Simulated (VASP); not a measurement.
# LiF (P6_3mc) in VASP: notebook

The runs below take LiF through single point, with LDA.

All numbers are computed with VASP 6.6.1; they aren't measurements. Logs are shortened: lines on timing, memory, paths and dates and some standing lists are left out, and cuts for length are marked.

## (1) The cell of the first run

It takes space group P6_3mc (No. 186, hexagonal). Conventional cell: a = 3.022 Å, b = 3.022 Å, c = 4.535 Å, α = 90.00°, β = 90.00°, γ = 120.00°. Within 2.4 Å of Li (site symmetry 3m) lie 4 F at 1.78 to 1.81 Å. F (site symmetry 3m) has 4 Li at 1.78 to 1.81 Å within 2.4 Å.

## (2) Single point, LDA (8.96 Å³/atom)

File INCAR:

```
  ALGO = Normal
  EDIFF = 1E-7
  ENCUT = 520
  GGA = CA
  ISIF = 2
  ISMEAR = 0
  LASPH = T
  LCHARG = T
  LELF = T
  LREAL = F
  LVHAR = T
  LWAVE = F
  NBANDS = 18
  NELM = 60
  PREC = Accurate
  SIGMA = 0.05
```

File KPOINTS:

```
k-points
0
Gamma
  9 9 6
```

File POSCAR:

```
LiF
1.0
    3.0216393807      0.0000000000      0.0000000000
   -1.5108196904      2.6168164648      0.0000000000
    0.0000000000      0.0000000000      4.5351785466
Li F
2 2
Direct
    0.3333333333      0.6666666667      0.3839784076
    0.6666666667      0.3333333333      0.8839784076
    0.3333333333      0.6666666667      0.9910195924
    0.6666666667      0.3333333333      0.4910195924
```

Potentials or basis: VASP PAW LDA potentials, release 64 (Li_sv, F).

On the command line:

```bash
$ cat potpaw_LDA.64/Li_sv/POTCAR potpaw_LDA.64/F/POTCAR > POTCAR
$ mpirun -np 1 vasp_std > vasp.out
```

OUTCAR:

```text
EDIFF = 1E-7
   ENCUT = 520
   GGA = CA
   ISIF = 2
   ISMEAR = 0
   LASPH = T
   LREAL = F
   NELM = 60
   PREC = Accurate

 ion  position               nearest neighbor table
   1  0.333  0.667  0.384-   3 1.78   4 1.81   4 1.81   4 1.81
   2  0.667  0.333  0.884-   4 1.78   3 1.81   3 1.81   3 1.81
   3  0.333  0.667  0.991-   1 1.78   2 1.81   2 1.81   2 1.81
   4  0.667  0.333  0.491-   2 1.78   1 1.81   1 1.81   1 1.81

  LATTYP: Found a hexagonal cell.
 ALAT       =     3.0216393807
 C/A-ratio  =     1.5009000000

  Lattice vectors:

 A1 = (   3.0216393807,   0.0000000000,   0.0000000000)
 A2 = (  -1.5108196904,   2.6168164648,   0.0000000000)
 A3 = (   0.0000000000,   0.0000000000,   4.5351785466)

Analysis of symmetry for initial positions (statically):
=====================================================================
 Subroutine PRICEL returns:
 Original cell was already a primitive cell.

 Routine SETGRP: Setting up the symmetry group for a
 hexagonal supercell.

 Subroutine GETGRP returns: Found 12 space group operations
 (whereof  6 operations were pure point group operations)
 out of a pool of 24 trial point group operations.

The static configuration has the point symmetry C_3v.
 The point group associated with its full space group is C_6v.

Analysis of symmetry for dynamics (positions and initial velocities):
=====================================================================
 Subroutine PRICEL returns:
 Original cell was already a primitive cell.

 Routine SETGRP: Setting up the symmetry group for a
 hexagonal supercell.

 Subroutine GETGRP returns: Found 12 space group operations
 (whereof  6 operations were pure point group operations)
 out of a pool of 24 trial point group operations.

The dynamic configuration has the point symmetry C_3v.
 The point group associated with its full space group is C_6v.

 Subroutine INISYM returns: Found 12 space group operations
 (whereof  6 operations are pure point group operations),
 and found     1 'primitive' translations

----------------------------------------------------------------------------------------

                                     Primitive cell

  volume of cell :      35.8600

  direct lattice vectors                    reciprocal lattice vectors
     3.021639381  0.000000000  0.000000000     0.330946177  0.191071864  0.000000000
    -1.510819690  2.616816465  0.000000000     0.000000000  0.382143728  0.000000000
[... 92 lines left out ...]
   NSW    =      0    number of steps for IOM
   IBRION =     -1    ionic relax: 0-MD 1-quasi-New 2-CG
   NFREE  =      0    steps in history (QN), initial steepest desc. (CG)
   ISIF   =      2    stress and relaxation
   ISYM   =      2    0-nonsym 1-usesym 2-fastsym
   POTIM  = 0.5000    time-step for ionic-motion
   TEBEG  =    0.0;   TEEND  =   0.0 temperature during run
   PSTRESS=    0.0 pullay stress
   NELECT =      20.0000    total number of electrons
   NUPDOWN=      -1.0000    fix difference up-down
   EMIN   =  10.00;   EMAX   =-10.00  energy-range for DOS
   EFERMI =   0.00;   METHOD = LEGACY
   ISMEAR =     0;   SIGMA  =   0.05  broadening in eV -4-tet -1-fermi 0-gaus
   EFERMI_NEDOS =   21; number of points for ismear=-14 and -15
   IALGO  =     38    algorithm
   IMIX   =      4    mixing-type and parameters
     AMIX     =   0.40;   BMIX     =  1.00
     AMIX_MAG =   1.60;   BMIX_MAG =  1.00
  volume/ion in A,a.u.               =       8.96        60.50
  Fermi-wavevector in a.u.,A,eV,Ry     =   1.347560  2.546519 24.707059  1.815918
  Thomas-Fermi vector in A             =   2.475300
   LORBIT       =      0    0 simple, 1 ext, 2 COOP (PROOUT), +10 PAW based schemes
   GGA     = CA    functional components
   LHFCALC =     F    Hartree Fock is set to
   AEXX    =    0.0000 exact exchange contribution
   IVDW    =     0    specifies the selected vdW correction
   LEPSILON=     F    determine dielectric tensor
   LRPA    =     F    only Hartree local field effects (RPA)
 non-spin polarized calculation
 Gauss-broadening in eV      SIGMA  =   0.05
  energy-cutoff  :      520.00
  volume of cell :       35.86
 maximum number of plane-waves:      1000
 NGX is ok and might be reduce to    24
   NGX = 11   NGY = 11   NGZ = 17

 number of electron      19.9999995 magnetization

 Free energy of the ion-electron system (eV)
  ---------------------------------------------------
  ext. energy  EPLUGINS =         0.00000000
  ---------------------------------------------------
  free energy    TOTEN  =       -20.79575612 eV

  energy without entropy =      -20.79575612  energy(sigma->0) =      -20.79575612

 E-fermi :  -1.9623     XC(G=0): -10.0222

 val. band max:       -2.1755033646   @ k =   0.0000   0.0000   0.0000
 cond. band min:       5.7978346719   @ k =   0.0000   0.0000   0.0000
 fundamental gap:      7.9733380365
 Fermi energy:        -1.9623378465

 k-point     1 :       0.0000    0.0000    0.0000
  band No.  band energies     occupation
      1     -41.3382      2.00000
      2     -41.2538      2.00000
      3     -21.4505      2.00000
      4     -21.1104      2.00000
      5      -4.8481      2.00000
      6      -2.9016      2.00000
[... 481 lines left out ...]
      5      -4.6881      2.00000
      6      -3.6989      2.00000
[... 10 lines left out ...]
     17      16.8807      0.00000
     18      19.7379      0.00000

 [... further k-points ...]

------------------------ aborting loop because EDIFF is reached ----------------------------------------

  FORCE on cell =-STRESS in cart. coord.  units (eV):
  Direction    XX          YY          ZZ          XY          YZ          ZX
  --------------------------------------------------------------------------------------
  -------------------------------------------------------------------------------------
  Total        0.2555708      0.2555708      0.8561470     -0.0000000      0.0000000      0.0000000
  in kB       11.4185638     11.4185638     38.2515165     -0.0000000      0.0000000      0.0000000
  external PRESSURE =      20.3628814 kB  Pullay stress =       0.0000000 kB

 VOLUME and BASIS-vectors are now :
 -----------------------------------------------------------------------------
  energy-cutoff  :      520.00
  volume of cell :       35.86
      direct lattice vectors                 reciprocal lattice vectors
     3.021639381  0.000000000  0.000000000     0.330946177  0.191071864  0.000000000
    -1.510819690  2.616816465  0.000000000     0.000000000  0.382143728  0.000000000
     0.000000000  0.000000000  4.535178547     0.000000000  0.000000000  0.220498485

 POSITION                                       TOTAL-FORCE (eV/Angst)
 -----------------------------------------------------------------------------------
     -0.00000      1.74454      1.74141         0.000000      0.000000      0.151376
      1.51082      0.87227      4.00900        -0.000000     -0.000000      0.151376
     -0.00000      1.74454      4.49445        -0.000000     -0.000000     -0.151376
      1.51082      0.87227      2.22686         0.000000      0.000000     -0.151376
 -----------------------------------------------------------------------------------
    total drift:                               -0.000000     -0.000000     -0.000296

  FREE ENERGIE OF THE ION-ELECTRON SYSTEM (eV)
  ---------------------------------------------------
  free  energy   TOTEN  =       -20.7957561170 eV

  energy  without entropy=      -20.7957561170  energy(sigma->0) =      -20.79575612
```

OSZICAR:

```text
N       E                     dE             d eps       ncg     rms          rms(c)
DAV:   1     0.114277961235E+03    0.11428E+03   -0.10916E+04  1744   0.121E+03
DAV:   2    -0.123006332721E+02   -0.12658E+03   -0.12403E+03  2046   0.304E+02
DAV:   3    -0.221110618520E+02   -0.98104E+01   -0.97523E+01  3138   0.611E+01
DAV:   4    -0.222033620212E+02   -0.92300E-01   -0.92156E-01  2216   0.726E+00
DAV:   5    -0.222042873566E+02   -0.92534E-03   -0.92515E-03  2242   0.597E-01    0.697E+00
DAV:   6    -0.208246282863E+02    0.13797E+01   -0.34037E+00  1820   0.145E+01    0.213E+00
DAV:   7    -0.208054082785E+02    0.19220E-01   -0.10864E-01  1992   0.239E+00    0.137E+00
DAV:   8    -0.207965753295E+02    0.88329E-02   -0.40973E-02  2400   0.192E+00    0.313E-01
DAV:   9    -0.207956169397E+02    0.95839E-03   -0.47848E-03  1984   0.597E-01    0.824E-02
DAV:  10    -0.207957596653E+02   -0.14273E-03   -0.23069E-04  1906   0.130E-01    0.225E-02
DAV:  11    -0.207957562930E+02    0.33723E-05   -0.15287E-05  2304   0.383E-02    0.559E-03
DAV:  12    -0.207957561399E+02    0.15306E-06   -0.10384E-06  2788   0.842E-03    0.122E-03
DAV:  13    -0.207957561170E+02    0.22929E-07   -0.45218E-08  1300   0.213E-03
   1 F= -.20795756E+02 E0= -.20795756E+02  d E =-.742138E-12
```

Wall time 38 s (1 thread of Intel Xeon 8259CL, shared host); peak memory 0.15 GiB.

Results:

| Property | Result |
| --- | --- |
| Free energy | -20.7958 eV |
| Largest force | 0.151 eV/Å |
| Band gap on the k mesh | 7.97 eV |

Forces on the atoms (eV/Å):
```
Li   0.000  0.000  0.151
Li   0.000  0.000  0.151
F    0.000  0.000 -0.151
F    0.000  0.000 -0.151
```

Caveat: the cutoff is under 1.25 times the usual one of these potentials, so pressure, stress and relaxed cells hold a basis-set (Pulay) error; an odd mesh through Γ misses points on the zone boundary, where band edges can lie.

[end of part 1 of 2]
